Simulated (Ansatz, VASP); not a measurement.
H in VASP and in Ansatz

```
H
1.0
     1.65517   -2.70885    0.00000
     1.65517    2.70885    0.00000
     0.00000    0.00000    6.36394
H
4
Cartesian
  1.6552 -0.3072 6.1481
  1.6552 0.3072 0.2158
  1.6552 0.3072 2.9661
  1.6552 -0.3072 3.3978
```

Alike in both runs: task relaxation of cell and atoms; functional r2SCAN; dispersion D3(BJ); k mesh 8 × 8 × 4; occupations gaussian, width 0.02 eV; no spin polarisation.

```csv
,VASP,Ansatz
version,VASP 6.6.1,Ansatz 0.2.0
potentials or method,"VASP PAW PBE potentials, release 64 (H), cutoff 600 eV","scalar-relativistic, plane waves, PAW"
valence electrons in the cell,4,4
```

```csv
,VASP,Ansatz,Ansatz less VASP
"gap on the k mesh at the Fermi level, each at its own relaxed structure (eV)",9.42,9.82,+0.399
relaxed volume (Å³/atom),14.25,17.66,+3.414
relaxed cell length with the largest relative difference (Å),6.361,6.965,+0.6039
```

VASP's potentials were made for PBE, not for r2SCAN. One of these differences is far larger than is usual between the two programs; its cause wasn't traced. Ansatz's warnings: dispersion damping borrowed.
